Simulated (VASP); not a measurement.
# LiPrP3 (P-6m2) in VASP: single point with PBE

Aim: the single point of LiPrP3 with PBE.

Everything below comes from runs of VASP 6.6.1. Logs are shortened: lines on timing, memory, paths and dates and some standing lists are left out, and cuts for length are marked.

**1. The cell of the first run**

The structure is hexagonal, space group P-6m2 (No. 187). Conventional cell: a = 4.858 Å, b = 4.858 Å, c = 5.691 Å, α = 90.00°, β = 90.00°, γ = 120.00°. Within 4.5 Å of Li (site symmetry -6m2) lie 18 P at 3.35 to 4.47 Å and 6 Pr at 4.00 Å. Pr (site symmetry -6m2) has 6 P at 2.46 Å within 3.2 Å. P (site symmetry mm2) has 2 P at 1.80 Å and 2 Pr at 2.46 Å within 2.5 Å.

The cell was generated, and may not be a known phase.

**2. Single point, PBE**

File INCAR:

```
PREC = Accurate ; ENCUT = 520
EDIFF = 1E-7 ; ISMEAR = 0
SIGMA = 0.1 ; LREAL = F
LASPH = T ; NELM = 80
ALGO = Normal ; ISIF = 2
LWAVE = F ; LCHARG = F
GGA = PE ; NBANDS = 24
```

File KPOINTS:

```
regular mesh
0
Gamma
  6 6 4
```

File POSCAR:

```
LiPrP3
1.0
    4.8582431700      0.0000000000      0.0000000000
   -2.4291215900      4.2073620100      0.0000000000
    0.0000000000      0.0000000000      5.6908461700
Li Pr P
1 1 3
Direct
    0.0000000000      0.0000000000      0.5000000000
    0.6666666700      0.3333333300      0.0000000000
    0.2101489000      0.7898511000      0.0000000000
    0.2101489000      0.4202977900      0.0000000000
    0.5797022100      0.7898511000      0.0000000000
```

Potentials or basis: VASP PAW PBE potentials, release 64 (Li_sv, Pr, P).

Run with:

```sh
> cat potpaw_PBE.64/Li_sv/POTCAR potpaw_PBE.64/Pr/POTCAR potpaw_PBE.64/P/POTCAR > POTCAR
> mpirun -np 1 vasp_std > vasp.out
```

OUTCAR:

```text
PREC = Accurate
   ENCUT = 520
   EDIFF = 1E-7
   ISMEAR = 0
   LREAL = F
   LASPH = T
   NELM = 80
   ISIF = 2
   GGA = PE

 ion  position               nearest neighbor table
   1  0.000  0.000  0.500-
   2  0.667  0.333  0.000-   4 2.46   4 2.46   3 2.46   3 2.46   5 2.46   5 2.46
   3  0.210  0.790  0.000-   5 1.80   4 1.80   2 2.46   2 2.46
   4  0.210  0.420  0.000-   5 1.80   3 1.80   2 2.46   2 2.46
   5  0.580  0.790  0.000-   3 1.80   4 1.80   2 2.46   2 2.46

  LATTYP: Found a hexagonal cell.
 ALAT       =     4.8582431700
 C/A-ratio  =     1.1713794413

  Lattice vectors:

 A1 = (   4.8582431700,   0.0000000000,   0.0000000000)
 A2 = (  -2.4291215900,   4.2073620100,   0.0000000000)
 A3 = (   0.0000000000,   0.0000000000,   5.6908461700)

Analysis of symmetry for initial positions (statically):
=====================================================================
 Subroutine PRICEL returns:
 Original cell was already a primitive cell.

 Routine SETGRP: Setting up the symmetry group for a
 hexagonal supercell.

 Subroutine GETGRP returns: Found 12 space group operations
 (whereof 12 operations were pure point group operations)
 out of a pool of 24 trial point group operations.

The static configuration has the point symmetry D_3h.

Analysis of symmetry for dynamics (positions and initial velocities):
=====================================================================
 Subroutine PRICEL returns:
 Original cell was already a primitive cell.

 Routine SETGRP: Setting up the symmetry group for a
 hexagonal supercell.

 Subroutine GETGRP returns: Found 12 space group operations
 (whereof 12 operations were pure point group operations)
 out of a pool of 24 trial point group operations.

The dynamic configuration has the point symmetry D_3h.

 Subroutine INISYM returns: Found 12 space group operations
 (whereof 12 operations are pure point group operations),
 and found     1 'primitive' translations

----------------------------------------------------------------------------------------

                                     Primitive cell

  volume of cell :     116.3231

  direct lattice vectors                    reciprocal lattice vectors
     4.858243170  0.000000000  0.000000000     0.205835724  0.118839311  0.000000000
    -2.429121590  4.207362010  0.000000000     0.000000000  0.237678621  0.000000000
     0.000000000  0.000000000  5.690846170     0.000000000  0.000000000  0.175720793

  length of vectors
     4.858243170  4.858243179  5.690846170     0.237678621  0.237678621  0.175720793

  position of ions in fractional coordinates (direct lattice)
     0.000000000  0.000000000  0.500000000
     0.666666670  0.333333330  0.000000000
     0.210148900  0.789851100  0.000000000
     0.210148900  0.420297790  0.000000000
     0.579702210  0.789851100  0.000000000

  ion indices of the primitive-cell ions
   primitive index   ion index
                 1           1
                 2           2
                 3           3
                 4           4
                 5           5

----------------------------------------------------------------------------------------

 KPOINTS: regular mesh

Automatic generation of k-mesh.
 Grid dimensions read from file:
 generate k-points for:    6    6    4

 Generating k-lattice:

  Cartesian coordinates                     Fractional coordinates (reciprocal lattice)
     0.034305954  0.019806552  0.000000000     0.166666667  0.000000000  0.000000000
     0.000000000  0.039613103  0.000000000     0.000000000  0.166666667  0.000000000
     0.000000000  0.000000000  0.043930198     0.000000000  0.000000000  0.250000000

  Length of vectors
     0.039613104  0.039613103  0.043930198

  Shift w.r.t. Gamma in fractional coordinates (k-lattice)
     0.000000000  0.000000000  0.000000000

 Subroutine IBZKPT returns following result:
 ===========================================

 Found     21 irreducible k-points:

 Following reciprocal coordinates:
            Coordinates               Weight
  0.000000  0.000000  0.000000      1.000000
  0.166667 -0.000000  0.000000      6.000000
  0.333333  0.000000  0.000000      6.000000
  0.500000 -0.000000  0.000000      3.000000
  0.166667  0.166667  0.000000      6.000000
  0.333333  0.166667  0.000000     12.000000
[... 13 lines left out ...]
  0.333333  0.166667  0.500000     12.000000
  0.333333  0.333333  0.500000      2.000000
   k-points           NKPTS =     21   k-points in BZ     NKDIM =     21   number of bands    NBANDS=     24
   number of dos      NEDOS =    301   number of ions     NIONS =      5
   total plane-waves  NPLWV =  54432
   dimension x,y,z NGX =    36 NGY =   36 NGZ =   42
   dimension x,y,z NGXF=    72 NGYF=   72 NGZF=   84
   ions per type =               1   1   3
   NGX,Y,Z   is equivalent  to a cutoff of  12.32, 12.32, 12.27 a.u.
   NGXF,Y,Z  is equivalent  to a cutoff of  24.64, 24.64, 24.54 a.u.
 SYSTEM =  unknown system
   PREC   = accura    normal or accurate (medium, high low for compatibility)
   ISTART =      0    job   : 0-new  1-cont  2-samecut
   ICHARG =      2    charge: 1-file 2-atom 10-const
   ISPIN  =      1    spin polarized calculation?
   LNONCOLLINEAR =      F non collinear calculations
   LSORBIT =      F    spin-orbit coupling
   LASPH  =      T    aspherical Exc in radial PAW
   ENCUT  =  520.0 eV  38.22 Ry    6.18 a.u.   9.03  9.03 10.58*2*pi/ulx,y,z
   NELM   =     80;   NELMIN=  2; NELMDL= -5     # of ELM steps
   EDIFF  = 0.1E-06   stopping-criterion for ELM
   LREAL  =      F    real-space projection
   EDIFFG = 0.1E-05   stopping-criterion for IOM
   NSW    =      0    number of steps for IOM
   IBRION =     -1    ionic relax: 0-MD 1-quasi-New 2-CG
   NFREE  =      0    steps in history (QN), initial steepest desc. (CG)
   ISIF   =      2    stress and relaxation
   ISYM   =      2    0-nonsym 1-usesym 2-fastsym
   POTIM  = 0.5000    time-step for ionic-motion
   TEBEG  =    0.0;   TEEND  =   0.0 temperature during run
   PSTRESS=    0.0 pullay stress
   NELECT =      31.0000    total number of electrons
   NUPDOWN=      -1.0000    fix difference up-down
   EMIN   =  10.00;   EMAX   =-10.00  energy-range for DOS
   EFERMI =   0.00;   METHOD = LEGACY
   ISMEAR =     0;   SIGMA  =   0.10  broadening in eV -4-tet -1-fermi 0-gaus
   EFERMI_NEDOS =   21; number of points for ismear=-14 and -15
   IALGO  =     38    algorithm
   IMIX   =      4    mixing-type and parameters
     AMIX     =   0.40;   BMIX     =  1.00
     AMIX_MAG =   1.60;   BMIX_MAG =  1.00
  volume/ion in A,a.u.               =      23.26       157.00
  Fermi-wavevector in a.u.,A,eV,Ry     =   1.053513  1.990852 15.100977  1.109891
  Thomas-Fermi vector in A             =   2.188638
   LORBIT       =      0    0 simple, 1 ext, 2 COOP (PROOUT), +10 PAW based schemes
   GGA     = PE    functional components
   LHFCALC =     F    Hartree Fock is set to
   AEXX    =    0.0000 exact exchange contribution
   IVDW    =     0    specifies the selected vdW correction
   LEPSILON=     F    determine dielectric tensor
   LRPA    =     F    only Hartree local field effects (RPA)
 non-spin polarized calculation
 Gauss-broadening in eV      SIGMA  =   0.10
  energy-cutoff  :      520.00
  volume of cell :      116.32
 maximum number of plane-waves:      3171
   NGX = 19   NGY = 19   NGZ = 21

 number of electron      31.0000004 magnetization

 Free energy of the ion-electron system (eV)
  ---------------------------------------------------
  ext. energy  EPLUGINS =         0.00000000
  ---------------------------------------------------
  free energy    TOTEN  =       -17.08217615 eV

  energy without entropy =      -17.06209926  energy(sigma->0) =      -17.07213770

 E-fermi :   4.6323     XC(G=0):  -8.5454

 val. band max:        4.5453989684   @ k =   0.5000  -0.0000   0.5000
 cond. band min:       4.6962285112   @ k =   0.3333   0.3333   0.0000
 fundamental gap:      0.1508295428
 Fermi energy:         4.6323121602

 k-point     1 :       0.0000    0.0000    0.0000
  band No.  band energies     occupation
      1     -43.1641      2.00000
      2     -30.7639      2.00000
      3     -13.8436      2.00000
      4     -13.8436      2.00000
      5     -13.1142      2.00000
      6     -12.8575      2.00000
[... 16 lines left out ...]
     23       6.8000      0.00000
     24       6.8000      0.00000

 k-point     2 :       0.1667   -0.0000    0.0000
  band No.  band energies     occupation
      1     -43.1641      2.00000
      2     -30.7599      2.00000
      3     -14.4110      2.00000
      4     -13.8784      2.00000
      5     -12.8499      2.00000
      6     -12.4397      2.00000
[... 16 lines left out ...]
     23       6.6872      0.00000
     24       7.5418      0.00000

 k-point     3 :       0.3333    0.0000    0.0000
  band No.  band energies     occupation
      1     -43.1641      2.00000
      2     -30.7520      2.00000
      3     -14.9594      2.00000
      4     -13.9459      2.00000
      5     -12.8344      2.00000
      6     -11.6835      2.00000
[... 16 lines left out ...]
     23       7.1627      0.00000
     24       7.6775      0.00000

 k-point     4 :       0.5000   -0.0000    0.0000
  band No.  band energies     occupation
      1     -43.1641      2.00000
      2     -30.7480      2.00000
      3     -15.1557      2.00000
      4     -13.9787      2.00000
      5     -12.8266      2.00000
      6     -11.3899      2.00000
[... 16 lines left out ...]
     23       6.6224      0.00000
     24       7.7685      0.00000

 k-point     5 :       0.1667    0.1667    0.0000
  band No.  band energies     occupation
      1     -43.1641      2.00000
      2     -30.7540      2.00000
      3     -14.8330      2.00000
      4     -13.9587      2.00000
      5     -12.8383      2.00000
      6     -11.8240      2.00000
[... 16 lines left out ...]
     23       6.8954      0.00000
     24       7.5331      0.00000

 k-point     6 :       0.3333    0.1667    0.0000
  band No.  band energies     occupation
      1     -43.1641      2.00000
      2     -30.7480      2.00000
      3     -15.1232      2.00000
      4     -14.0507      2.00000
      5     -12.8266      2.00000
      6     -11.3208      2.00000
[... 16 lines left out ...]
     23       6.8038      0.00000
     24       6.9415      0.00000
[... 298 lines left out ...]
 k-point    18 :       0.5000   -0.0000    0.5000
  band No.  band energies     occupation
      1     -43.1641      2.00000
      2     -30.7479      2.00000
      3     -15.1545      2.00000
      4     -13.9781      2.00000
      5     -12.8329      2.00000
      6     -11.3886      2.00000
[... 16 lines left out ...]
     23       6.8952      0.00000
     24       7.8029      0.00000

 k-point    19 :       0.1667    0.1667    0.5000
  band No.  band energies     occupation
      1     -43.1641      2.00000
      2     -30.7539      2.00000
      3     -14.8319      2.00000
      4     -13.9582      2.00000
      5     -12.8448      2.00000
      6     -11.8225      2.00000
[... 16 lines left out ...]
     23       6.3558      0.00000
     24       7.4341      0.00000

 k-point    20 :       0.3333    0.1667    0.5000
  band No.  band energies     occupation
      1     -43.1641      2.00000
      2     -30.7479      2.00000
      3     -15.1219      2.00000
      4     -14.0502      2.00000
      5     -12.8329      2.00000
      6     -11.3196      2.00000
[... 16 lines left out ...]
     23       6.5936      0.00000
     24       7.2572      0.00000

 k-point    21 :       0.3333    0.3333    0.5000
  band No.  band energies     occupation
      1     -43.1642      2.00000
      2     -30.7459      2.00000
      3     -15.1763      2.00000
      4     -14.1384      2.00000
      5     -12.8290      2.00000
      6     -11.1089      2.00000
[... 16 lines left out ...]
     23       7.0906      0.00000
     24       7.3331      0.00000

------------------------ aborting loop because EDIFF is reached ----------------------------------------

  FORCE on cell =-STRESS in cart. coord.  units (eV):
  Direction    XX          YY          ZZ          XY          YZ          ZX
  --------------------------------------------------------------------------------------
  -------------------------------------------------------------------------------------
  Total       46.6673195     46.6673196     -3.6524924     -0.0000001     -0.0000000     -0.0000000
  in kB      642.7727583    642.7727604    -50.3076379     -0.0000008     -0.0000000     -0.0000000
  external PRESSURE =     411.7459602 kB  Pullay stress =       0.0000000 kB

 VOLUME and BASIS-vectors are now :
 -----------------------------------------------------------------------------
  energy-cutoff  :      520.00
  volume of cell :      116.32
      direct lattice vectors                 reciprocal lattice vectors
     4.858243170  0.000000000  0.000000000     0.205835724  0.118839311  0.000000000
    -2.429121590  4.207362010  0.000000000     0.000000000  0.237678621  0.000000000
     0.000000000  0.000000000  5.690846170     0.000000000  0.000000000  0.175720793

 POSITION                                       TOTAL-FORCE (eV/Angst)
 -----------------------------------------------------------------------------------
      0.00000      0.00000      2.84542         0.000000      0.000000     -0.000000
      2.42912      1.40245      0.00000         0.000000      0.000000     -0.000000
     -0.89769      3.32319      0.00000       -15.252404      8.805980      0.000000
      0.00000      1.76834      0.00000         0.000000    -17.611959     -0.000000
      0.89769      3.32319      0.00000        15.252404      8.805980      0.000000
 -----------------------------------------------------------------------------------
    total drift:                               -0.000041      0.000024     -0.000000

  FREE ENERGIE OF THE ION-ELECTRON SYSTEM (eV)
  ---------------------------------------------------
  free  energy   TOTEN  =       -17.0821761482 eV

  energy  without entropy=      -17.0620992589  energy(sigma->0) =      -17.07213770
```

Wall time 5.6 min (1 thread of Intel Xeon 8259CL, shared host); peak memory 0.27 GiB.

What came out:

```
Free energy            : -17.0822 eV
Largest force          : 17.612 eV/Å
Band gap on the k mesh : zero (an odd number of electrons rules out a gap without spin polarisation)
```

Forces in eV/Å, atoms in the order of the input:
```
Li    0.000   0.000   0.000
Pr    0.000   0.000   0.000
P   -15.252   8.806   0.000
P     0.000 -17.612   0.000
P    15.252   8.806   0.000
```

Caveat: the cutoff is under 1.25 times the usual one of these potentials, so pressure, stress and relaxed cells hold a basis-set (Pulay) error; spin-orbit coupling is left out, which moves the levels of the heavy elements; an odd number of electrons without spin polarisation forces a metal; a magnetic or distorted state may lie lower; semilocal functionals describe open f shells poorly, which spoils levels, moments and volumes.

The gap in the log of VASP goes by the Fermi energy; the results here count the filled bands.